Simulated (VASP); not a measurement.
Here is a VASP 6.6.1 calculation.

File INCAR:

```
PREC     = Accurate       # precision mode
ENCUT    = 520            # plane-wave cutoff, eV
EDIFF    = 1E-7           # SCF threshold, eV
ISMEAR   = 0              # smearing method
SIGMA    = 0.15           # smearing width, eV
LREAL    = F              # projectors in reciprocal space
LASPH    = T              # aspherical terms in the spheres
NELM     = 60             # most SCF steps
ALGO     = Normal         # electronic algorithm
ISIF     = 2              # what is computed and relaxed
LWAVE    = F              # write WAVECAR
LCHARG   = T              # write CHGCAR
GGA      = PS             # functional
IVDW     = 12             # dispersion correction
LELF     = T              # ELF
LVHAR    = T            
NBANDS   = 8              # bands
```

File KPOINTS:

```
Automatic mesh
0
Gamma
  12 12 12
```

Contents of POSCAR:

```
P
1.0
    4.4010920031      0.0000000000      0.0000000000
    0.0000000000      4.4010920031      0.0000000000
    0.0000000000      0.0000000000      4.3780000000
P
1
Direct
    0.0000000000      0.0000000000      0.0000000000
```

Potentials or basis: VASP PAW PBE potentials, release 64 (P).

Command:

```sh
$ cat potpaw_PBE.64/P/POTCAR > POTCAR
$ mpirun -np 1 vasp_std > vasp.out
```

Predict the band gap on the k mesh.

zero (an odd number of electrons rules out a gap without spin polarisation).

Estimate the pressure.

-3.5 GPa.

What does it give for the dispersion energy per atom?

-0.075 eV.

Stress tensor (GPa, compression positive):
```
-3.51  0.00  0.00
 0.00 -3.51  0.00
 0.00  0.00 -3.59
```

Caveat: the cell differs from its parent crystal (strain +0.030 along x and y, +0.000 along z); the cell stands under tension; the PAW data sets were made with another functional, which shifts forces and pressure a little.
